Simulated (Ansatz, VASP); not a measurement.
# NaH6: VASP beside Ansatz

```
CELL_PARAMETERS angstrom
4.08816 0.00000 0.00000
0.00000 4.08816 0.00000
0.00000 0.00000 4.08816
ATOMIC_POSITIONS crystal
Na 0.00000 0.00000 0.00000
H 0.20700 0.50000 0.50000
H 0.50000 0.20700 0.50000
H 0.79300 0.50000 0.50000
H 0.50000 0.79300 0.50000
H 0.50000 0.50000 0.20700
H 0.50000 0.50000 0.79300
```

Change from the starting cell: species swapped into the YbB6 type (Pm-3m, No. 221).

Alike in both runs: task relaxation of cell and atoms; functional PBE; k mesh 4 × 4 × 4; occupations gaussian, width 0.1 eV; no spin polarisation.

```csv
,VASP,Ansatz
version,VASP 6.6.1,Ansatz 0.2.0
potentials or method,"VASP PAW PBE potentials, release 64 (Na_pv, H), cutoff 500 eV","scalar-relativistic, plane waves, PAW"
valence electrons in the cell,13,15
```

```tsv
	VASP	Ansatz	Ansatz less VASP
gap on the k mesh at the Fermi level, each at its own relaxed structure (eV)	none	none	-
relaxed volume (Å³/atom)	8.03	8.05	+0.023
relaxed cell length with the largest relative difference (Å)	3.831	3.835	+0.0037
```

A gap of «none» marks a metal or a gap that the smearing closes. VASP's potentials hold 13 valence electrons a cell and Ansatz's 15, so a difference there can come from the potentials and not from the codes.

The k mesh is coarse, so the values compare programs but aren't converged. Noted on VASP's run: the volume moved by over 15 % at a fixed basis, so the end points are rough.
